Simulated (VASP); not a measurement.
Runs of VASP 6.6.1 on Rb. The structure is that of space group Im-3m (No. 229), or close to it. The cells are those of the table. 

```tsv
cell	k mesh	gap on the mesh (eV)	pressure (GPa)
a = 5.052 Å, angles 109.5°, 1 atom	13 × 13 × 13	none	-0.1
a = 4.778 Å, angles 109.5°, 1 atom	13 × 13 × 13	none	(a)
a = 4.986 Å, angles 109.5°, 1 atom	4 × 4 × 4	none	0.1
a = 4.919 Å, angles 109.5°, 1 atom	13 × 13 × 13	none	0.1
a = 4.986 Å, angles 109.5°, 1 atom	13 × 13 × 13	none	0.0
```

Alike in all rows: task single point; level BLYP; potentials or basis VASP PAW PBE potentials, release 64 (Rb_sv); no spin polarisation; cutoff (eV) 520; smearing fermi-dirac 0.1 eV.

**Question.** Estimate the missing entries.

**Answer.** (a) 0.4.

Caveats: some runs use coarse meshes; the PAW data sets were made with another functional, which shifts forces and pressure a little.

A k mesh can miss the band edges, and the runs leave out spin-orbit coupling on Rb.

A gap of «none» marks levels without a gap at the run's occupations.
